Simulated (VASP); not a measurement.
Write the native input for VASP 6.6.1 that does the following.

* Task: single point
* Functional: PBE
* Potentials or basis: VASP PAW PBE potentials, release 64 (Ga_d, As, N)
* Cutoff: 520 eV
* k mesh: 10 × 10 × 6
* Occupations: gaussian, width 0.1 eV
* Spin: no spin polarisation
* Dipole correction: no
* Further INCAR settings: ALGO = Normal; EDIFF = 1e-06; NBANDS = 56

The structure of Ga5As3N2 lies in POSCAR:

```
Ga5As3N2
1.0
    4.7515989319     -2.5354147002      0.0246543701
    4.7515989319      2.5354147002      0.0246543701
   -4.5799862832      0.0000000000      7.2375615059
Ga As N
5 3 2
Direct
    0.5000000000      0.5000000000      0.5000000000
    0.3892891485      0.3892891485      0.7973654241
    0.1523903863      0.1523903863      0.9875404011
    0.8476096137      0.8476096137      0.0124595989
    0.6107108515      0.6107108515      0.2026345759
    0.1383018977      0.1383018977      0.2942630701
    0.0000000000      0.0000000000      0.5000000000
    0.8616981023      0.8616981023      0.7057369299
    0.6383161883      0.6383161883      0.9896616806
    0.3616838117      0.3616838117      0.0103383194
```

These files were run (other wordings do the same):

INCAR

```
PREC = Accurate
ENCUT = 520
EDIFF = 1E-6
ISMEAR = 0
SIGMA = 0.1
LREAL = False
LASPH = True
NELM = 60
ALGO = Normal
ISIF = 2
LWAVE = False
LCHARG = False
GGA = PE
NBANDS = 56
KPAR = 4
```

KPOINTS

```
regular mesh
0
Gamma
  10 10 6
```

Potentials or basis: VASP PAW PBE potentials, release 64 (Ga_d, As, N).

Run with:

```bash
$ cat potpaw_PBE.64/Ga_d/POTCAR potpaw_PBE.64/As/POTCAR potpaw_PBE.64/N/POTCAR > POTCAR
$ mpirun -np 4 vasp_std > vasp.out
```

It gave:

```json
{
 "Pressure": "0.1 GPa",
 "Largest force": "0.022 eV/Å",
 "Band gap on the k mesh": "zero (bands 45 and 46 overlap by 2.25 eV)"
}
```

Wall time 8.5 min on 4 MPI ranks on Intel(R) Xeon(R) Platinum 8259CL CPU @ 2.50GHz (Skylake/Cascade Lake), on a shared host, peak memory 1.3 GiB a rank.
